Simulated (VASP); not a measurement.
# Se (P3_121) in VASP: further runs, part 2 of 2

VASP 6.6.1. Earlier steps stand in the parts before.

### 3 Single point, BLYP+D4

This run uses another cell than the first one, of 25.19 Å³/atom.

Input file INCAR:

```
PREC = Accurate
ENCUT = 520
EDIFF = 1E-6
ISMEAR = -1
SIGMA = 0.05
LREAL = False
LASPH = True
NELM = 80
ALGO = Normal
ISIF = 2
LWAVE = False
LCHARG = True
GGA = B5
ALDAX = 1.0
AGGAX = 1.0
AGGAC = 1.0
ALDAC = 0.0
IVDW = 13
VDW_S6 = 1.0
VDW_S8 = 2.34076671
VDW_A1 = 0.44488865
VDW_A2 = 4.0933009
LELF = True
LVHAR = True
NBANDS = 16
```

Input file KPOINTS:

```
regular mesh
0
Gamma
  7 7 6
```

Input file POSCAR:

```
Se
1.0
    4.1092280547      0.0000000000      0.0000000000
   -2.0546140274      3.5586958853      0.0000000000
    0.0000000000      0.0000000000      5.1674866547
Se
3
Direct
    0.7530242537      0.7530242537      0.0000000000
    0.0000000000      0.2469757463      0.6666666667
    0.2469757463      0.0000000000      0.3333333333
```

Potentials or basis: VASP PAW PBE potentials, release 64 (Se).

Launch:

```
cat potpaw_PBE.64/Se/POTCAR > POTCAR
mpirun -np 1 vasp_std > vasp.out
```

OUTCAR:

```text
PREC = Accurate
   ENCUT = 520
   EDIFF = 1E-6
   ISMEAR = -1
   LREAL = False
   LASPH = True
   NELM = 80
   ISIF = 2
   GGA = B5
   IVDW = 13

 ion  position               nearest neighbor table
   1  0.753  0.753  0.000-   3 2.46   2 2.46
   2  0.000  0.247  0.667-   1 2.46   3 2.46
   3  0.247  0.000  0.333-   1 2.46   2 2.46

  LATTYP: Found a hexagonal cell.
 ALAT       =     4.1092280547
 C/A-ratio  =     1.2575322143

  Lattice vectors:

 A1 = (   4.1092280547,   0.0000000000,   0.0000000000)
 A2 = (  -2.0546140274,   3.5586958853,   0.0000000000)
 A3 = (   0.0000000000,   0.0000000000,   5.1674866547)

Analysis of symmetry for initial positions (statically):
=====================================================================
 Subroutine PRICEL returns:
 Original cell was already a primitive cell.

 Routine SETGRP: Setting up the symmetry group for a
 hexagonal supercell.

 Subroutine GETGRP returns: Found  6 space group operations
 (whereof  2 operations were pure point group operations)
 out of a pool of 24 trial point group operations.

The static configuration has the point symmetry C_2 .
 The point group associated with its full space group is D_3 .

Analysis of symmetry for dynamics (positions and initial velocities):
=====================================================================
 Subroutine PRICEL returns:
 Original cell was already a primitive cell.

 Routine SETGRP: Setting up the symmetry group for a
 hexagonal supercell.

 Subroutine GETGRP returns: Found  6 space group operations
 (whereof  2 operations were pure point group operations)
 out of a pool of 24 trial point group operations.

The dynamic configuration has the point symmetry C_2 .
 The point group associated with its full space group is D_3 .

 Subroutine INISYM returns: Found  6 space group operations
 (whereof  2 operations are pure point group operations),
 and found     1 'primitive' translations

----------------------------------------------------------------------------------------
[... 117 lines left out ...]
  Fermi-wavevector in a.u.,A,eV,Ry     =   1.014820  1.917731 14.012079  1.029859
  Thomas-Fermi vector in A             =   2.148069
   LORBIT       =      0    0 simple, 1 ext, 2 COOP (PROOUT), +10 PAW based schemes
   GGA     = B5    functional components
   LHFCALC =     F    Hartree Fock is set to
   AEXX    =    0.0000 exact exchange contribution
   IVDW    =    13    specifies the selected vdW correction
   LEPSILON=     F    determine dielectric tensor
   LRPA    =     F    only Hartree local field effects (RPA)
 non-spin polarized calculation
  energy-cutoff  :      520.00
  volume of cell :       75.57
 maximum number of plane-waves:      2065
 NGX is ok and might be reduce to    32
   NGX = 15   NGY = 15   NGZ = 19

 number of electron      17.9999999 magnetization

 Free energy of the ion-electron system (eV)
  ---------------------------------------------------
  ext. energy  EPLUGINS =         0.00000000
  ---------------------------------------------------
  free energy    TOTEN  =        -8.77612797 eV

  energy without entropy =       -8.77612242  energy(sigma->0) =       -8.77612520

 E-fermi :   4.1996     XC(G=0):  -8.7266

 val. band max:        3.7461941975   @ k =   0.4286   0.1429   0.5000
 cond. band min:       4.6573692727   @ k =   0.2857   0.2857   0.5000
 fundamental gap:      0.9111750752
 Fermi energy:         4.1995807469

 k-point     1 :       0.0000    0.0000    0.0000
  band No.  band energies     occupation
      1     -11.9550      2.00000
      2      -8.0987      2.00000
      3      -8.0987      2.00000
      4       0.2683      2.00000
      5       0.3957      2.00000
      6       0.3957      2.00000
[... 433 lines left out ...]
      3      -6.9868      2.00000
      4      -1.1620      2.00000
      5      -0.3960      2.00000
      6       0.3415      2.00000
[... 8 lines left out ...]
     15      11.5054      0.00000
     16      12.5048      0.00000

 [... further k-points ...]

------------------------ aborting loop because EDIFF is reached ----------------------------------------

  DFT-D4 for vdW energy calculation

  Edisp (eV):   -2.18944

  FORCE on cell =-STRESS in cart. coord.  units (eV):
  Direction    XX          YY          ZZ          XY          YZ          ZX
  --------------------------------------------------------------------------------------
  -------------------------------------------------------------------------------------
  Total       0.09522     0.09522     0.15987    -0.00000     0.00000    -0.00000
  in kB       2.01881     2.01881     3.38966    -0.00000     0.00000    -0.00000
  external pressure =        2.48 kB  Pullay stress =        0.00 kB

 VOLUME and BASIS-vectors are now :
 -----------------------------------------------------------------------------
  energy-cutoff  :      520.00
  volume of cell :       75.57
      direct lattice vectors                 reciprocal lattice vectors
     4.109228055  0.000000000  0.000000000     0.243354710  0.140500907  0.000000000
    -2.054614027  3.558695885  0.000000000     0.000000000  0.281001814  0.000000000
     0.000000000  0.000000000  5.167486655     0.000000000  0.000000000  0.193517674

 POSITION                                       TOTAL-FORCE (eV/Angst)
 -----------------------------------------------------------------------------------
      1.54717      2.67978      0.00000        -0.019779     -0.034259     -0.000000
     -0.50744      0.87891      3.44499        -0.019779      0.034259     -0.000000
      1.01488      0.00000      1.72250         0.039559      0.000000      0.000000
 -----------------------------------------------------------------------------------
    total drift:                               -0.000001     -0.000001      0.000000

  FREE ENERGIE OF THE ION-ELECTRON SYSTEM (eV)
  ---------------------------------------------------
  free  energy   TOTEN  =       -10.9655685005 eV

  energy  without entropy=      -10.9655629513  energy(sigma->0) =      -10.96556573
```

Wall time 23 s (1 thread of Intel Xeon 6975P-C (Granite Rapids), shared host); peak memory 0.2 GiB.

Results:

```
Free energy                : -10.9656 eV
Pressure                   : 0.2 GPa
Largest force              : 0.040 eV/Å
Band gap on the k mesh     : 0.91 eV (least direct gap 1.15 eV)
Dispersion energy per atom : -0.730 eV
```

Forces on the atoms (eV/Å):
```
Se  -0.020 -0.034  0.000
Se  -0.020  0.034  0.000
Se   0.040  0.000  0.000
```

Stress tensor (GPa, compression positive):
```
0.20 0.00 0.00
0.00 0.20 0.00
0.00 0.00 0.34
```

Levels at points of the mesh, in eV from the valence-band top:
```csv
k point,band 7,band 8,band 9,band 10,band 11,band 12
"(0.00, 0.00, 0.00)",-1.74,-1.74,-0.48,1.44,1.44,2.05
"(0.00, 0.00, 0.50)",-1.29,-1.25,-1.25,0.98,1.02,1.02
```

Caveat: the PAW data sets were made with another functional, which shifts forces and pressure a little; an odd mesh through Γ misses points on the zone boundary, where band edges can lie.

### 4 Single point, LDA

This run uses another cell than the first one, of 27.26 Å³/atom.

Input file INCAR:

```
SYSTEM = Se
ALGO = Normal
EDIFF = 1E-6
ENCUT = 520
ISIF = 2
ISMEAR = -1
LASPH = .TRUE.
LCHARG = .FALSE.
LREAL = .FALSE.
LWAVE = .FALSE.
NBANDS = 16
NELM = 100
PREC = Accurate
SIGMA = 0.05
```

Input file KPOINTS:

```
k-points
0
G
  7 7 6
  0 0 0
```

Input file POSCAR:

```
Se
1.0
    4.3662000000      0.0000000000      0.0000000000
   -2.1831000000      3.7812401180      0.0000000000
    0.0000000000      0.0000000000      4.9536000000
Se
3
Direct
    0.7746000000      0.7746000000      0.0000000000
    0.0000000000      0.2254000000      0.6666666667
    0.2254000000      0.0000000000      0.3333333333
```

Potentials or basis: VASP PAW LDA potentials, release 64 (Se).

Launch:

```
cat potpaw_LDA.64/Se/POTCAR > POTCAR
mpirun -np 1 vasp_std > vasp.out
```

OUTCAR:

```text
SYSTEM = Se
   EDIFF = 1E-6
   ENCUT = 520
   ISIF = 2
   ISMEAR = -1
   LASPH = .TRUE.
   LREAL = .FALSE.
   NELM = 100
   PREC = Accurate

 ion  position               nearest neighbor table
   1  0.775  0.775  0.000-   2 2.37   3 2.37
   2  0.000  0.225  0.667-   1 2.37   3 2.37
   3  0.225  0.000  0.333-   1 2.37   2 2.37

  LATTYP: Found a hexagonal cell.
 ALAT       =     4.3662000000
 C/A-ratio  =     1.1345334616

  Lattice vectors:

 A1 = (   4.3662000000,   0.0000000000,   0.0000000000)
 A2 = (  -2.1831000000,   3.7812401180,   0.0000000000)
 A3 = (   0.0000000000,   0.0000000000,   4.9536000000)

Analysis of symmetry for initial positions (statically):
=====================================================================
 Subroutine PRICEL returns:
 Original cell was already a primitive cell.

 Routine SETGRP: Setting up the symmetry group for a
 hexagonal supercell.

 Subroutine GETGRP returns: Found  6 space group operations
 (whereof  2 operations were pure point group operations)
 out of a pool of 24 trial point group operations.

The static configuration has the point symmetry C_2 .
 The point group associated with its full space group is D_3 .

Analysis of symmetry for dynamics (positions and initial velocities):
=====================================================================
 Subroutine PRICEL returns:
 Original cell was already a primitive cell.

 Routine SETGRP: Setting up the symmetry group for a
 hexagonal supercell.

 Subroutine GETGRP returns: Found  6 space group operations
 (whereof  2 operations were pure point group operations)
 out of a pool of 24 trial point group operations.

The dynamic configuration has the point symmetry C_2 .
 The point group associated with its full space group is D_3 .

 Subroutine INISYM returns: Found  6 space group operations
 (whereof  2 operations are pure point group operations),
 and found     1 'primitive' translations

[... 117 lines left out ...]
  volume/ion in A,a.u.               =      27.26       183.96
  Fermi-wavevector in a.u.,A,eV,Ry     =   0.988430  1.867862 13.292817  0.976995
  Thomas-Fermi vector in A             =   2.119956
   LORBIT       =      0    0 simple, 1 ext, 2 COOP (PROOUT), +10 PAW based schemes
   GGA     = CA    functional components
   LHFCALC =     F    Hartree Fock is set to
   AEXX    =    0.0000 exact exchange contribution
   IVDW    =     0    specifies the selected vdW correction
   LEPSILON=     F    determine dielectric tensor
   LRPA    =     F    only Hartree local field effects (RPA)
 non-spin polarized calculation
  energy-cutoff  :      520.00
  volume of cell :       81.78
 maximum number of plane-waves:      2214
   NGX = 17   NGY = 17   NGZ = 19

 number of electron      18.0000000 magnetization

 Free energy of the ion-electron system (eV)
  ---------------------------------------------------
  ext. energy  EPLUGINS =         0.00000000
  ---------------------------------------------------
  free energy    TOTEN  =       -12.32424032 eV

  energy without entropy =      -12.32423939  energy(sigma->0) =      -12.32423986

 E-fermi :   3.2097     XC(G=0):  -9.1840

 val. band max:        2.6591973223   @ k =   0.4286   0.1429   0.5000
 cond. band min:       3.7508175225   @ k =   0.0000   0.0000   0.5000
 fundamental gap:      1.0916202002
 Fermi energy:         3.2097445829

 k-point     1 :       0.0000    0.0000    0.0000
  band No.  band energies     occupation
      1     -13.2159      2.00000
      2      -9.0968      2.00000
      3      -9.0968      2.00000
      4      -1.1902      2.00000
      5      -1.1902      2.00000
      6      -1.1320      2.00000
[... 433 lines left out ...]
      3      -7.7676      2.00000
      4      -2.5248      2.00000
      5      -1.8058      2.00000
      6      -0.9427      2.00000
[... 8 lines left out ...]
     15      10.1187      0.00000
     16      10.7256      0.00000

 [... further k-points ...]

------------------------ aborting loop because EDIFF is reached ----------------------------------------

  FORCE on cell =-STRESS in cart. coord.  units (eV):
  Direction    XX          YY          ZZ          XY          YZ          ZX
  --------------------------------------------------------------------------------------
  -------------------------------------------------------------------------------------
  Total       -0.7926130     -0.7926130     -0.0473437      0.0000000      0.0000000      0.0000000
  in kB      -15.5279083    -15.5279083     -0.9275005      0.0000000      0.0000000      0.0000000
  external PRESSURE =     -10.6611057 kB  Pullay stress =       0.0000000 kB

 VOLUME and BASIS-vectors are now :
 -----------------------------------------------------------------------------
  energy-cutoff  :      520.00
  volume of cell :       81.78
      direct lattice vectors                 reciprocal lattice vectors
     4.366200000  0.000000000  0.000000000     0.229032110  0.132231751  0.000000000
    -2.183100000  3.781240118  0.000000000     0.000000000  0.264463501  0.000000000
     0.000000000  0.000000000  4.953600000     0.000000000  0.000000000  0.201873385

 POSITION                                       TOTAL-FORCE (eV/Angst)
 -----------------------------------------------------------------------------------
      1.69103      2.92895      0.00000        -0.131570     -0.227886     -0.000000
     -0.49207      0.85229      3.30240        -0.131570      0.227886     -0.000000
      0.98414      0.00000      1.65120         0.263140     -0.000000      0.000000
 -----------------------------------------------------------------------------------
    total drift:                                0.000001      0.000001     -0.000000

  FREE ENERGIE OF THE ION-ELECTRON SYSTEM (eV)
  ---------------------------------------------------
  free  energy   TOTEN  =       -12.3242403215 eV

  energy  without entropy=      -12.3242393929  energy(sigma->0) =      -12.32423986
```

stdout:

```text
POSCAR found type information on POSCAR Se
 POSCAR found :  1 types and       3 ions
 scaLAPACK will be used
 LDA part: xc-table for (Slater(with rela. corr.)+CA(PZ))
 , standard interpolation
 POSCAR, INCAR and KPOINTS ok, starting setup
 FFT: planning ... GRIDC
 FFT: planning ... GRID_SOFT
 FFT: planning ... GRID
 WAVECAR not read
 entering main loop
```

Wall time 12 s (1 thread of Intel Xeon 6975P-C (Granite Rapids), shared host); peak memory 0.18 GiB.

Results:

```
Free energy            : -12.3242 eV
Pressure               : -1.1 GPa
Largest force          : 0.263 eV/Å
Band gap on the k mesh : 1.09 eV (least direct gap 1.39 eV)
```

Forces on the atoms (eV/Å):
```
Se  -0.132 -0.228  0.000
Se  -0.132  0.228  0.000
Se   0.263  0.000  0.000
```

Stress tensor (GPa, compression positive):
```
-1.55  0.00  0.00
 0.00 -1.55  0.00
 0.00  0.00 -0.09
```

Caveat: an odd mesh through Γ misses points on the zone boundary, where band edges can lie.

### 5 Single point, PBE

This run uses another cell than the first one, of 27.26 Å³/atom.

Input file INCAR:

```
SYSTEM = Se
PREC = Accurate
ENCUT = 520
EDIFF = 1E-7
ISMEAR = 0
SIGMA = 0.028999999999999998
LREAL = .FALSE.
LASPH = .TRUE.
NELM = 100
ALGO = Normal
ISIF = 2
LWAVE = .FALSE.
LCHARG = .TRUE.
GGA = PE
LELF = .TRUE.
LVHAR = .TRUE.
NBANDS = 16
```

Input file KPOINTS:

```
Automatic mesh
0
G
  7 7 6
  0 0 0
```

POSCAR is that of step 4.

Potentials or basis: VASP PAW PBE potentials, release 64 (Se).

Launch:

```
cat potpaw_PBE.64/Se/POTCAR > POTCAR
mpirun -np 1 vasp_std > vasp.out
```

Run time: 16 s. Hardware: 1 thread of Intel Xeon 6975P-C (Granite Rapids), shared host; peak memory 0.2 GiB.

Results (log left out):

```yaml
Free_energy: -10.4700 eV
Pressure: 2.9 GPa
Largest_force: 0.433 eV/Å
Band_gap_on_the_k_mesh: 1.21 eV (least direct gap 1.47 eV)
```

Forces on the atoms (eV/Å):
```
Se  -0.217 -0.375  0.000
Se  -0.217  0.375  0.000
Se   0.433  0.000  0.000
```

Stress tensor (GPa, compression positive):
```
2.30 0.00 0.00
0.00 2.30 0.00
0.00 0.00 4.13
```

Levels at points of the mesh, in eV from the valence-band top:
| k point | band 7 | band 8 | band 9 | band 10 | band 11 | band 12 |
| --- | --- | --- | --- | --- | --- | --- |
| (0.00, 0.00, 0.00) | -2.05 | -2.05 | -0.42 | 1.88 | 1.88 | 2.17 |
| (0.00, 0.00, 0.50) | -1.55 | -1.55 | -1.13 | 1.21 | 1.21 | 1.28 |

Caveat: an odd mesh through Γ misses points on the zone boundary, where band edges can lie.

### 6 Summary

```csv
level,potentials or basis,cell,smearing,gap on the mesh (eV),pressure (GPa),largest force (eV/Å)
BLYP+D3(BJ),"VASP PAW PBE potentials, release 64 (Se)","a = 4.077, b = 4.077, c = 5.168 Å, angles 90.0, 90.0, 120.0°, 3 atoms, atomic positions A",fermi-dirac 0.05 eV,0.91,0.3,0.04
BLYP+D4,"VASP PAW PBE potentials, release 64 (Se)","a = 4.109, b = 4.109, c = 5.167 Å, angles 90.0, 90.0, 120.0°, 3 atoms, atomic positions B",fermi-dirac 0.05 eV,0.91,0.2,0.04
LDA,"VASP PAW LDA potentials, release 64 (Se)","a = 4.366, b = 4.366, c = 4.954 Å, angles 90.0, 90.0, 120.0°, 3 atoms, atomic positions C",fermi-dirac 0.05 eV,1.09,-1.1,0.26
PBE,"VASP PAW PBE potentials, release 64 (Se)","a = 4.366, b = 4.366, c = 4.954 Å, angles 90.0, 90.0, 120.0°, 3 atoms, atomic positions C",gaussian 0.029 eV,1.21,2.9,0.43
```

Alike in all rows: task single point; no spin polarisation; k mesh 7 × 7 × 6; cutoff (eV) 520.

Caveats: an odd mesh through Γ misses points on the zone boundary, where band edges can lie; the PAW data sets were made with another functional, which shifts forces and pressure a little (at least some runs).

Total energies depend on the potentials used, so only differences within one code and one set of settings carry meaning.
